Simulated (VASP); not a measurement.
Set up this calculation in VASP 6.6.1, as the native input.

| Item | Value |
| --- | --- |
| Task | single point |
| Functional | r2SCAN |
| Potentials or basis | VASP PAW PBE potentials, release 64 (Ag, I) |
| Cutoff | 550 eV |
| k mesh | 6 × 6 × 4 |
| Occupations | gaussian, width 0.02 eV |
| Spin | no spin polarisation |
| Dipole correction | no |
| Further INCAR settings | ALGO = Normal; EDIFF = 1e-06; NBANDS = 26 |

AgI:

```xyz
4
Lattice="4.5218 0.0000 0.0000 -2.2609 3.9160 0.0000 0.0000 0.0000 7.3994" Properties=species:S:1:pos:R:3 pbc="T T T"
Ag    0.0000    2.6107    0.0197
Ag    2.2609    1.3053    3.7194
I     0.0000    2.6107    2.7913
I     2.2609    1.3053    6.4910
```

One way to write it, as run:

POSCAR

```
AgI
1.0
    4.5217920101      0.0000000000      0.0000000000
   -2.2608960051      3.9159867514      0.0000000000
    0.0000000000      0.0000000000      7.3993997134
Ag I
2 2
Direct
    0.3333333333      0.6666666667      0.0026667967
    0.6666666667      0.3333333333      0.5026667967
    0.3333333333      0.6666666667      0.3772332033
    0.6666666667      0.3333333333      0.8772332033
```

INCAR.step1

```
ALGO = Normal
EDIFF = 1E-5
ENCUT = 550
GGA = PE
GGA_COMPAT = False
ISMEAR = 0
LASPH = True
LCHARG = False
LREAL = False
LWAVE = True
NBANDS = 26
NELM = 120
PREC = Accurate
SIGMA = 0.02
```

INCAR.step2

```
ALGO = Normal
EDIFF = 1E-6
ENCUT = 550
GGA_COMPAT = False
ISIF = 2
ISMEAR = 0
ISTART = 1
LASPH = True
LCHARG = False
LMIXTAU = True
LREAL = False
LWAVE = False
METAGGA = R2SCAN
NBANDS = 26
NELM = 120
PREC = Accurate
SIGMA = 0.02
```

KPOINTS

```
k-points
0
Gamma
  6 6 4
```

Potentials or basis: VASP PAW PBE potentials, release 64 (Ag, I).

Command:

```console
$ cat potpaw_PBE.64/Ag/POTCAR potpaw_PBE.64/I/POTCAR > POTCAR
$ cp INCAR.step1 INCAR
$ mpirun -np 1 vasp_std > vasp.out
$ cp INCAR.step2 INCAR
$ mpirun -np 1 vasp_std > vasp.out
```

It gave:

The pressure is 2.8 GPa and the largest force is 0.006 eV/Å. The band gap on the k mesh is 1.84 eV.

Caveat: the PAW data sets were made with another functional, which shifts forces and pressure a little; spin-orbit coupling is left out, which moves the levels of the heavy elements.

Wall time 3.9 min on 1 thread of Intel(R) Xeon(R) Platinum 8259CL CPU @ 2.50GHz (Skylake/Cascade Lake), on a shared host, peak memory 0.33 GiB.
